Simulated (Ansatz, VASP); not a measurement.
**One calculation of BeS, two programs**

```xyz
2
Lattice="0.0000 2.4178 2.4178 2.4178 0.0000 2.4178 2.4178 2.4178 0.0000" Properties=species:S:1:pos:R:3 pbc="T T T"
Be    0.0000    0.0000    0.0000
S     3.6267    3.6267    3.6267
```

Alike in both runs: task single point; functional PBE; dispersion D4; k mesh 8 × 8 × 8; occupations gaussian, width 0.05 eV; no spin polarisation.

|  | VASP | Ansatz |
| --- | --- | --- |
| version | VASP 6.6.1 | Ansatz 0.2.0 |
| potentials or method | VASP PAW PBE potentials, release 64 (Be, S), cutoff 600 eV | scalar-relativistic, plane waves, PAW |
| valence electrons in the cell | 8 | 8 |

Ansatz gave:

* gap on the k mesh at the Fermi level (eV): 3.09
* least direct gap on the mesh (eV): 5.65
* pressure (GPa): -0.5

Q: What did VASP give for the same quantities?

A: gap on the k mesh at the Fermi level (eV): 3.09; least direct gap on the mesh (eV): 5.67; pressure (GPa): -0.4.
